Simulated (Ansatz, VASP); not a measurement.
# One calculation of LiF, two programs

The input INCAR:

```
ALGO = Normal
EDIFF = 1E-6
ENCUT = 520
GGA = PS
ISIF = 2
ISMEAR = 0
LASPH = True
LCHARG = False
LREAL = False
LWAVE = False
NBANDS = 18
NELM = 60
PREC = Accurate
SIGMA = 0.02
```

The input KPOINTS:

```
k-points
0
Gamma
  9 9 6
```

The input POSCAR:

```
LiF
1.0
    3.1618590033      0.0000000000      0.0000000000
   -1.5809295016      2.7382502200      0.0000000000
    0.0000000000      0.0000000000      4.5331628498
Li F
2 2
Direct
    0.3333333300      0.6666666700      0.4331582378
    0.6666666700      0.3333333300      0.9331582378
    0.3333333300      0.6666666700      0.9418397622
    0.6666666700      0.3333333300      0.4418397622
```

Input for Ansatz:

```yaml
crystal:
  lattice:
    - [3.1618590033, 0.0, 0.0]
    - [-1.5809295016, 2.73825022, 0.0]
    - [0.0, 0.0, 4.5331628498]
  atoms:
    - { symbol: Li, position: [0.33333333, 0.66666667, 0.4331582378] }
    - { symbol: Li, position: [0.66666667, 0.33333333, 0.9331582378] }
    - { symbol: F, position: [0.33333333, 0.66666667, 0.9418397622] }
    - { symbol: F, position: [0.66666667, 0.33333333, 0.4418397622] }
basis:
  ecutwfc: 420
kpoints:
  mp_grid: { grid: [9, 9, 6] }
hamiltonian:
  xc: pbesol
scf:
  occupations: { method: gaussian, width: 0.02 }
output:
  forces: true
  stress: true
  eigenvalues: true
```

Alike in both runs: task single point; functional PBEsol; k mesh 9 × 9 × 6; occupations gaussian, width 0.02 eV; no spin polarisation.

|  | VASP | Ansatz |
| --- | --- | --- |
| version | VASP 6.6.1 | Ansatz 0.2.0 |
| potentials or method | VASP PAW PBE potentials, release 64 (Li_sv, F), cutoff 520 eV | scalar-relativistic, plane waves, PAW |
| valence electrons in the cell | 20 | 20 |

|  | VASP | Ansatz | Ansatz less VASP |
| --- | --- | --- | --- |
| gap on the k mesh at the Fermi level (eV) | 7.31 | 7.32 | +0.010 |
| least direct gap on the mesh (eV) | 7.31 | 7.32 | +0.010 |
| rms of the force components (eV/Å) | 0.024 | 0.022 | -0.0013 |

VASP's potentials were made for PBE, not for PBEsol. Atom by atom the forces differ by 0.001 eV/Å (rms over components).

Noted on VASP's run: the cutoff is short for stress, so the pressure is rough.
